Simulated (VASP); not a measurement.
# PbO (P4/nmm) in VASP: notebook, part 3 of 3

VASP 6.6.1. Earlier steps stand in the parts before.

**6. Relaxation of cell and atoms, PBEsol**

This run uses another cell than the first one, of 19.86 Å³/atom.

INCAR reads:

```
  ALGO = Normal
  EDIFF = 1E-6
  EDIFFG = -0.01
  ENCUT = 600
  GGA = PS
  IBRION = 2
  ISIF = 3
  ISMEAR = 0
  LASPH = True
  LCHARG = False
  LREAL = False
  LWAVE = False
  NELM = 80
  NSW = 80
  PREC = Accurate
  SIGMA = 0.02
```

KPOINTS reads:

```
k-points
0
Gamma
  8 8 6
```

POSCAR reads:

```
PbO
1.0
    3.9824029894      0.0000000000      0.0000000000
    0.0000000000      3.9824029894      0.0000000000
    0.0000000000      0.0000000000      5.0085785961
Pb O
2 2
Direct
    0.0000000000      0.5000000000      0.2364367738
    0.5000000000      0.0000000000      0.7635632262
    0.5000000000      0.5000000000      0.0000000000
    0.0000000000      0.0000000000      0.0000000000
```

Potentials or basis: VASP PAW PBE potentials, release 64 (Pb_d, O).

Command:

```sh
cat potpaw_PBE.64/Pb_d/POTCAR potpaw_PBE.64/O/POTCAR > POTCAR
mpirun -np 1 vasp_std > vasp.out
```

OUTCAR:

```text
EDIFF = 1E-6
   EDIFFG = -0.01
   ENCUT = 600
   GGA = PS
   IBRION = 2
   ISIF = 3
   ISMEAR = 0
   LASPH = True
   LREAL = False
   NELM = 80
   NSW = 80
   PREC = Accurate

 ion  position               nearest neighbor table
   1  0.000  0.500  0.236-   3 2.32   4 2.32   4 2.32   3 2.32   2 3.68   2 3.68   2 3.68   2 3.68
                             2 3.86   2 3.86   2 3.86   2 3.86
   2  0.500  0.000  0.764-   3 2.32   4 2.32   3 2.32   4 2.32   1 3.68   1 3.68   1 3.68   1 3.68
                             1 3.86   1 3.86   1 3.86   1 3.86
   3  0.500  0.500  0.000-   1 2.32   2 2.32   2 2.32   1 2.32
   4  0.000  0.000  0.000-   1 2.32   2 2.32   1 2.32   2 2.32

  LATTYP: Found a simple tetragonal cell.
 ALAT       =     3.9824029894
 C/A-ratio  =     1.2576774901

  Lattice vectors:

[... 495 lines left out ...]
  ---------------------------------------------------
  free energy    TOTEN  =       -22.87781841 eV

  energy without entropy =      -22.87781841  energy(sigma->0) =      -22.87781841

 E-fermi :   5.0311     XC(G=0): -10.0413

 val. band max:        4.8815857154   @ k =   0.1250   0.0000   0.0000
 cond. band min:       6.0748223165   @ k =   0.5000   0.5000   0.0000
 fundamental gap:      1.1932366011
 Fermi energy:         5.0310659778

 k-point     1 :       0.0000    0.0000    0.0000
  band No.  band energies     occupation
      1     -13.3999      2.00000
      2     -12.8617      2.00000
      3     -11.0419      2.00000
      4     -11.0419      2.00000
      5     -10.9782      2.00000
      6     -10.9577      2.00000
[... 637 lines left out ...]
     23      10.5881      0.00000
     24      10.5881      0.00000

 [... further k-points ...]

------------------------ aborting loop because EDIFF is reached ----------------------------------------

  FORCE on cell =-STRESS in cart. coord.  units (eV):
  Direction    XX          YY          ZZ          XY          YZ          ZX
  --------------------------------------------------------------------------------------
  -------------------------------------------------------------------------------------
  Total       -0.0309396     -0.0309396      0.0396176      0.0000000      0.0000000      0.0000000
  in kB       -0.6196493     -0.6196493      0.7934501      0.0000000      0.0000000      0.0000000
  external PRESSURE =      -0.1486162 kB  Pullay stress =       0.0000000 kB
[... 19 lines left out ...]
  FREE ENERGIE OF THE ION-ELECTRON SYSTEM (eV)
  ---------------------------------------------------
  free  energy   TOTEN  =       -22.8778184095 eV

  energy  without entropy=      -22.8778184095  energy(sigma->0) =      -22.87781841

 reached required accuracy - stopping structural energy minimisation
```

CONTCAR:

```text
PbO
   1.00000000000000
     3.9925837261754773    0.0000000000000000    0.0000000000000000
     0.0000000000000000    3.9925837261754773   -0.0000000000000000
     0.0000000000000000   -0.0000000000000000    5.0184694536086258
  Pb              O
     2     2
Direct
     0.0000000000000000    0.5000000000000000    0.2358707259428311
     0.5000000000000000    0.0000000000000000    0.7641292740571689
     0.5000000000000000    0.5000000000000000    0.0000000000000000
     0.0000000000000000    0.0000000000000000    0.0000000000000000

  0.00000000E+00  0.00000000E+00  0.00000000E+00
  0.00000000E+00  0.00000000E+00  0.00000000E+00
  0.00000000E+00  0.00000000E+00  0.00000000E+00
  0.00000000E+00  0.00000000E+00  0.00000000E+00
```

It took 3.4 min on 1 thread of AMD EPYC 9R45 (Zen 5), shared host; peak memory 0.25 GiB.

Results:

```yaml
Free_energy: -22.8778 eV
Relaxed_volume: 20.00 Å³/atom
Relaxed_cell: a = 3.993 Å, b = 3.993 Å, c = 5.018 Å, α = 90.00°, β = 90.00°, γ = 90.00°
Space_group_after_relaxing_to_0.1_Å: P4/nmm (No. 129)
Energy_gained_by_relaxing: 0.2 meV/atom
Ionic_steps: 9
Pressure_after_relaxing: 0.0 GPa
Band_gap_on_the_k_mesh: 1.19 eV (least direct gap 2.22 eV)
```

The path:
| step | energy change (eV) | largest force (eV/Å) | pressure (GPa) | volume (Å³) |
| --- | --- | --- | --- | --- |
| 1 | 0.0000 | 0.0480 | 0.45 | 79.43 |
| 2 | -0.0001 | 0.0974 | -0.32 | 80.08 |
| 3 | -0.0005 | 0.0287 | 0.02 | 79.77 |
| 4 | -0.0005 | 0.0250 | 0.02 | 79.76 |
| 5 | -0.0005 | 0.0200 | 0.06 | 79.74 |
| 6 | -0.0005 | 0.0274 | 0.05 | 79.76 |
| 7 | -0.0006 | 0.0167 | 0.07 | 79.83 |
| 8 | -0.0007 | 0.0065 | 0.01 | 80.04 |
| 9 | -0.0007 | 0.0003 | -0.01 | 80.00 |

Final structure:
```xyz
4
Lattice="3.9926 0.0000 0.0000 0.0000 3.9926 0.0000 0.0000 0.0000 5.0185" Properties=species:S:1:pos:R:3 pbc="T T T"
Pb    0.0000    1.9963    1.1837
Pb    1.9963    0.0000    3.8348
O     1.9963    1.9963    0.0000
O     0.0000    0.0000    0.0000
```

Levels at points of the mesh, in eV from the valence-band top:
```csv
k point,band 16,band 17,band 18,band 19,band 20,band 21,band 22,band 23,band 24
"(0.00, 0.00, 0.00)",-4.28,-1.67,-1.65,-1.65,-0.02,2.29,5.38,5.63,5.63
"(0.50, 0.00, 0.00)",-3.18,-3.01,-3.01,-1.62,-1.62,3.35,3.35,6.49,6.49
"(0.50, 0.50, 0.00)",-3.40,-1.62,-1.62,-1.02,-1.02,1.19,1.19,5.23,5.23
"(0.00, 0.00, 0.50)",-4.12,-1.72,-1.68,-1.68,-0.89,1.84,3.99,3.99,4.18
"(0.50, 0.00, 0.50)",-3.67,-2.97,-2.97,-0.96,-0.96,3.05,3.05,6.29,6.29
"(0.50, 0.50, 0.50)",-3.86,-2.21,-2.21,-1.02,-1.02,3.46,3.46,4.68,4.68
```

Caveat: the PAW data sets were made with another functional, which shifts forces and pressure a little; spin-orbit coupling is left out, which moves the levels of the heavy elements. A k mesh can miss the band edges.

**7. The runs side by side**

| task | cell | k mesh | cutoff (eV) | smearing | gap on the mesh (eV) | pressure (GPa) | relaxed volume (Å³/atom) | largest force (eV/Å) |
| --- | --- | --- | --- | --- | --- | --- | --- | --- |
| single point | a = 3.889, b = 3.889, c = 4.858 Å, 4 atoms, atomic positions A | 6 × 6 × 4 | 520 | gaussian 0.1 eV | 0.91 | 6.3 | - | 0.69 |
| single point | a = 3.982, b = 3.982, c = 5.009 Å, 4 atoms, atomic positions B | 6 × 6 × 4 | 520 | gaussian 0.1 eV | 1.18 | 0.5 | - | 0.05 |
| single point | a = 3.990, b = 3.990, c = 5.053 Å, 4 atoms, atomic positions B | 8 × 8 × 6 | 520 | gaussian 0.02 eV | 1.22 | 0.1 | - | 0.04 |
| relaxation of cell and atoms | relaxed from a = 3.889, b = 3.889, c = 4.858 Å, 4 atoms, atomic positions A | 6 × 6 × 4 | 600 | gaussian 0.1 eV | 1.15 | 0.0 | 19.69 | 0.04 |
| relaxation of cell and atoms | relaxed from a = 3.982, b = 3.982, c = 5.009 Å, 4 atoms, atomic positions B | 8 × 8 × 6 | 600 | gaussian 0.02 eV | 1.19 | 0.0 | 20.00 | - |

Alike in all rows: level PBEsol; potentials or basis VASP PAW PBE potentials, release 64 (Pb_d, O); no spin polarisation.

Caveats: the PAW data sets were made with another functional, which shifts forces and pressure a little; spin-orbit coupling is left out, which moves the levels of the heavy elements; the cell stands under pressure (at least some runs); the relaxation stopped at a loose force limit of 0.05 eV/Å, so its end isn't a converged minimum (at least some runs).

Total energies depend on the potentials used, so only differences within one code and one set of settings carry meaning.
